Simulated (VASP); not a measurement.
# AgAs: relaxation of cell and atoms with PBE

The system is AgAs.

```xyz
2
Lattice="0.0000 2.6814 2.6814 2.6814 0.0000 2.6814 2.6814 2.6814 0.0000" Properties=species:S:1:pos:R:3 pbc="T T T"
Ag    0.0000    0.0000    0.0000
As    2.6814    2.6814    2.6814
```

```
Program                : VASP 6.6.1
Task                   : relaxation of cell and atoms
Functional             : PBE
Potentials or basis    : VASP PAW PBE potentials, release 64 (Ag, As)
Cutoff                 : 600 eV
k mesh                 : 18 × 18 × 18
Occupations            : gaussian, width 0.1 eV
Spin                   : no spin polarisation
Dipole correction      : no
Further INCAR settings : ALGO = Normal; EDIFF = 1e-07; IBRION = 2; EDIFFG = -0.01; NSW = 100; ISIF = 3
```

The relaxed volume is 20.17 Å³/atom and the relaxed cell is a = 3.850 Å, b = 3.850 Å, c = 3.850 Å, α = 60.00°, β = 60.00°, γ = 60.00°. The space group after relaxing (to 0.1 Å) is Fm-3m (No. 225). The energy gained by relaxing is 10.8 meV/atom, the ionic steps are 3 and the pressure after relaxing is 0.0 GPa. The band gap on the k mesh is zero (bands 8 and 9 overlap by 4.17 eV).

The path:
```csv
step,energy change (eV),largest force (eV/Å),pressure (GPa),volume (Å³)
1,0.0000,0.0000,4.05,38.56
2,-0.0157,0.0000,-1.82,41.34
3,-0.0216,0.0000,0.01,40.34
```

Final structure:
```cif
data_structure
_symmetry_space_group_name_H-M 'P 1'
_symmetry_Int_Tables_number 1
_cell_length_a 3.8497
_cell_length_b 3.8497
_cell_length_c 3.8497
_cell_angle_alpha 60.000
_cell_angle_beta 60.000
_cell_angle_gamma 60.000
_cell_volume 40.34
loop_
_atom_site_label
_atom_site_type_symbol
_atom_site_fract_x
_atom_site_fract_y
_atom_site_fract_z
_atom_site_occupancy
Ag1 Ag 0.00000 0.00000 0.00000 1
As1 As 0.50000 0.50000 0.50000 1
```

Levels at points of the mesh, in eV from the Fermi level:
| k point | band 6 | band 7 | band 8 | band 9 | band 10 | band 11 |
| --- | --- | --- | --- | --- | --- | --- |
| (0.00, 0.00, 0.00) | -4.63 | 0.67 | 0.67 | 0.67 | 3.36 | 9.87 |
| (0.50, 0.00, 0.00) | -4.23 | -3.25 | 2.28 | 2.28 | 4.05 | 6.24 |
| (0.50, 0.50, 0.00) | -4.09 | -3.23 | -1.40 | -1.40 | 1.29 | 6.38 |

Wall time 3.2 min on 1 thread of Intel(R) Xeon(R) Platinum 8488C (Sapphire Rapids), on a shared host, peak memory 0.28 GiB.
